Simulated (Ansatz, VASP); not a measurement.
## GaP: VASP beside Ansatz

Contents of POSCAR:

```
GaP
1.0
    0.0000000000      2.7252500000      2.7252500000
    2.7252500000      0.0000000000      2.7252500000
    2.7252500000      2.7252500000      0.0000000000
Ga P
1 1
Direct
    0.0000000000      0.0000000000      0.0000000000
    0.2500000000      0.2500000000      0.2500000000
```

File INCAR.step1:

```
SYSTEM = GaP
ALGO = Normal
EDIFF = 1E-4
ENCUT = 600
GGA = PE
ISMEAR = 0
LASPH = .True.
LCHARG = .False.
LREAL = .False.
LWAVE = .True.
NELM = 100
PREC = Accurate
SIGMA = 0.01
```

File INCAR.step2:

```
SYSTEM = GaP
ALGO = Normal
BPARAM = 11.95
CPARAM = 0.0093
EDIFF = 1E-7
EDIFFG = -0.005
ENCUT = 600
IBRION = 2
ISIF = 3
ISMEAR = 0
ISTART = 1
IVDW_NL = 2
LASPH = .True.
LCHARG = .False.
LMIXTAU = .True.
LREAL = .False.
LUSE_VDW = .True.
LWAVE = .False.
METAGGA = R2SCAN
NELM = 100
NSW = 80
PREC = Accurate
SIGMA = 0.01
```

File KPOINTS:

```
k-points
0
Gamma
  6 6 6
  0 0 0
```

Input for Ansatz:

```yaml
crystal:
  lattice:
    - [0.0, 2.72525, 2.72525]
    - [2.72525, 0.0, 2.72525]
    - [2.72525, 2.72525, 0.0]
  atoms:
    - { symbol: Ga, position: [0.0, 0.0, 0.0] }
    - { symbol: P, position: [0.25, 0.25, 0.25] }
kpoints:
  mp_grid:
    grid: [6, 6, 6]
    shift: [0.0, 0.0, 0.0]
hamiltonian:
  xc: r2scan
  dispersion: rvv10
scf:
  occupations:
    method: fixed
relax:
  f_tol: 0.005
  cell: {}
```

Alike in both runs: task relaxation of cell and atoms; functional r2SCAN; dispersion rVV10; k mesh 6 × 6 × 6; no spin polarisation.

|  | VASP | Ansatz |
| --- | --- | --- |
| version | VASP 6.6.1 | Ansatz 0.2.0 |
| potentials or method | VASP PAW PBE potentials, release 64 (Ga_d, P) | plane waves, PAW |
| plane-wave cutoff (eV) | 600 | 500 |
| occupations | gaussian, width 0.01 eV | fixed |
| valence electrons in the cell | 18 | 18 |

VASP gave:

| Quantity | Value |
| --- | --- |
| relaxed volume (Å³/atom) | 20.08 |
| relaxed length of the cell vector where the two differ most in proportion (Å) | 3.844 |

Q: What did Ansatz give for the same quantities?

A: Relaxed volume (Å³/atom): 20.09; relaxed length of the cell vector where the two differ most in proportion (Å): 3.844.

VASP's potentials were made for PBE, not for r2SCAN.
